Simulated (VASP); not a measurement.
Runs of VASP 6.6.1 on ZnS. The structure is that of space group Fm-3m (No. 225), or close to it. The cells are those of the table. 

```tsv
task	level	potentials or basis	cell	cutoff (eV)	gap on the mesh (eV)	pressure (GPa)	relaxed volume (Å³/atom)
single point	PBEsol	VASP PAW PBE potentials, release 64 (Zn, S)	a = 3.549 Å, angles 60.0°, 2 atoms	520	none	0.3	-
single point	LDA	VASP PAW LDA potentials, release 64 (Zn, S)	a = 3.512 Å, angles 60.0°, 2 atoms	520	none	0.3	-
single point	PBE	VASP PAW PBE potentials, release 64 (Zn, S)	a = 3.579 Å, angles 60.0°, 2 atoms	520	none	(b)	-
single point	r2SCAN	VASP PAW PBE potentials, release 64 (Zn, S)	a = 3.579 Å, angles 60.0°, 2 atoms	520	0.14	0.2	-
single point	LDA	VASP PAW LDA potentials, release 64 (Zn, S)	a = 3.579 Å, angles 60.0°, 2 atoms	520	none	-5.1	-
relaxation of cell and atoms	PBEsol	VASP PAW PBE potentials, release 64 (Zn, S)	relaxed from a = 3.609 Å, angles 60.0°, 2 atoms	600	none	0.0	15.84
relaxation of cell and atoms	r2SCAN	VASP PAW PBE potentials, release 64 (Zn, S)	relaxed from a = 3.609 Å, angles 60.0°, 2 atoms	600	0.14	0.0	(a)
relaxation of cell and atoms	LDA	VASP PAW LDA potentials, release 64 (Zn, S)	relaxed from a = 3.609 Å, angles 60.0°, 2 atoms	600	none	0.0	15.38
```

Alike in all rows: no spin polarisation; k mesh 8 × 8 × 8; smearing fermi-dirac 0.02 eV.

Problem. Estimate the missing entries.

Solution. (a) 16.24; (b) 2.4.

Caveats: semilocal functionals underestimate gaps, so a narrow gap can read as zero (at least some runs); the PAW data sets were made with another functional, which shifts forces and pressure a little (at least some runs); the cell stands under tension (at least some runs).

A k mesh can miss the band edges.

A gap of «none» marks levels without a gap at the run's occupations.
